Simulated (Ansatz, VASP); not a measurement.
# One calculation of WSe2, two programs

```
CELL_PARAMETERS angstrom
3.29721 -0.08457 0.00000
-1.72185 2.89776 0.00000
0.00000 0.00000 7.18427
ATOMIC_POSITIONS crystal
W 0.00393 0.00037 0.00000
Se 0.33137 0.66648 0.23186
Se 0.33137 0.66648 0.76814
```

Change from the starting cell: shear_xy strain -5.1%.

Alike in both runs: task single point; functional PBE; k mesh 12 × 12 × 4; occupations fermi-dirac, width 0.02 eV; no spin polarisation.

|  | VASP | Ansatz |
| --- | --- | --- |
| version | VASP 6.6.1 | Ansatz 0.2.0 |
| potentials or method | VASP PAW PBE potentials, release 64 (W_sv, Se) | plane waves, PAW |
| plane-wave cutoff (eV) | 520 | 420 |
| valence electrons in the cell | 26 | 46 |

Ansatz gave:

| Quantity | Value |
| --- | --- |
| gap on the k mesh at the Fermi level (eV) | 1.36 |
| pressure (GPa) | 3.3 |
| traceless stress, the component that is largest in VASP (GPa) | 3.61 |
| rms of the force components (eV/Å) | 0.140 |

Q: What did VASP give for the same quantities?

A: gap on the k mesh at the Fermi level (eV): 1.36; pressure (GPa): 3.6; traceless stress, the component that is largest in VASP (GPa): 3.61; rms of the force components (eV/Å): 0.162.

Atom by atom the forces differ by 0.023 eV/Å (rms over components). With one functional, cell and mesh, what is left measures potentials, basis and numerics. VASP's potentials hold 26 valence electrons a cell and Ansatz's 46, so a difference there can come from the potentials and not from the codes.

Spin-orbit coupling is off throughout.
